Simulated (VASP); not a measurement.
GdP (rocksalt type), 2 atoms in the cell. It takes space group Fm-3m (No. 225, cubic). The conventional cell has a = 5.652 Å, b = 5.652 Å, c = 5.652 Å, α = 90.00°, β = 90.00°, γ = 90.00°. Gd (site symmetry m-3m) has 6 P at 2.83 Å within 3.7 Å. Within 3.7 Å of P (site symmetry m-3m) lie 6 Gd at 2.83 Å. 

* Program: VASP 6.6.1
* Task: single point
* Functional: PBEsol
* Potentials or basis: VASP PAW PBE potentials, release 64 (Gd, P)
* Cutoff: 520 eV
* k mesh: 13 × 13 × 13
* Occupations: fermi-dirac, width 0.05 eV
* Spin: collinear spin, ferromagnetic start
* Starting moments: [7.0, 0.0] μB
* Dipole correction: no
* Further INCAR settings: ALGO = Normal; EDIFF = 1e-06; NBANDS = 22

Potentials or basis: VASP PAW PBE potentials, release 64 (Gd, P).

Command:

```bash
$ cat potpaw_PBE.64/Gd/POTCAR potpaw_PBE.64/P/POTCAR > POTCAR
$ mpirun -np 1 vasp_std > vasp.out
```

Hardware: 1 thread of AMD EPYC 9R45 96-Core Processor (Zen 5), with other jobs on the host.

Task: How long does it take, and how much memory?

Result: Wall time 3.5 min on 1 thread of AMD EPYC 9R45 96-Core Processor (Zen 5) (shared host), peak memory 0.27 GiB. Counts: scf iterations 30, k points 84.
